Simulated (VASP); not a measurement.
## HfN: single point with PBEsol

Crystal: HfN.

```xyz
2
Lattice="0.0000 2.3667 2.3667 2.3667 0.0000 2.3667 2.3667 2.3667 0.0000" Properties=species:S:1:pos:R:3 pbc="T T T"
Hf    0.0000    0.0000    0.0000
N     3.5501    3.5501    3.5501
```

```
Program             : VASP 6.6.1
Task                : single point
Functional          : PBEsol
Potentials or basis : VASP PAW PBE potentials, release 64 (Hf_pv, N)
Cutoff              : 520 eV
k mesh              : 9 × 9 × 9
Occupations         : methfessel-paxton, width 0.1 eV
Spin                : no spin polarisation
```

The pressure is 19.4 GPa.

Levels at points of the mesh, in eV from the Fermi level:
```
           k point  band 5  band 6  band 7  band 8  band 9  band 10
(0.00, 0.00, 0.00)   -5.96   -5.96   -5.96   -0.44    2.49     2.49
```

Run time: 23 s on 1 thread of AMD EPYC 7R43 64-Core Processor (Zen 3), on a shared host, peak memory 0.13 GiB.

Caveat: the PAW data sets were made with another functional, which shifts forces and pressure a little; spin-orbit coupling is left out, which moves the levels of the heavy elements.
